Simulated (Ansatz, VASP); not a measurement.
Two plane-wave programs on TiSi

The input INCAR:

```
ALGO = Normal
EDIFF = 1E-6
ENCUT = 520
GGA = PS
ISIF = 2
ISMEAR = 0
LASPH = True
LCHARG = False
LREAL = False
LWAVE = False
NBANDS = 15
NELM = 60
PREC = Accurate
SIGMA = 0.15
```

The input KPOINTS:

```
k-points
0
Gamma
  18 18 12
```

POSCAR

```
TiSi
1.0
    1.8161780000     -2.1176240000      0.0000000000
    1.8161780000      2.1176240000      0.0000000000
    0.0000000000      0.0000000000      3.6898159800
Ti Si
1 1
Direct
    0.5000000000      0.5000000000      0.0000000000
    0.0000000000      0.0000000000      0.5000000000
```

Input for Ansatz:

```yaml
crystal:
  lattice:
    - [1.816178, -2.117624, 0.0]
    - [1.816178, 2.117624, 0.0]
    - [0.0, 0.0, 3.68981598]
  atoms:
    - { symbol: Ti, position: [0.5, 0.5, 0.0] }
    - { symbol: Si, position: [0.0, 0.0, 0.5] }
basis:
  ecutwfc: 420
kpoints:
  mp_grid: { grid: [18, 18, 12] }
hamiltonian:
  xc: pbesol
scf:
  occupations: { method: gaussian, width: 0.15 }
output:
  forces: true
  stress: true
  eigenvalues: true
```

Change from the starting cell: strain +0.000 along x and y, -0.030 along z, atoms carried along.

Alike in both runs: task single point; functional PBEsol; k mesh 18 × 18 × 12; occupations gaussian, width 0.15 eV; no spin polarisation.

|  | VASP | Ansatz |
| --- | --- | --- |
| version | VASP 6.6.1 | Ansatz 0.2.0 |
| potentials or method | VASP PAW PBE potentials, release 64 (Ti_sv, Si), cutoff 520 eV | scalar-relativistic, plane waves, PAW |
| valence electrons in the cell | 16 | 16 |

```csv
,VASP,Ansatz,Ansatz less VASP
gap on the k mesh at the Fermi level (eV),none,none,-
pressure (GPa),0.5,0.5,-0.03
"traceless stress, the component that is largest in VASP (GPa)",3.38,3.32,-0.060
```

VASP's potentials were made for PBE, not for PBEsol. A gap of «none» marks a metal or a gap that the smearing closes.
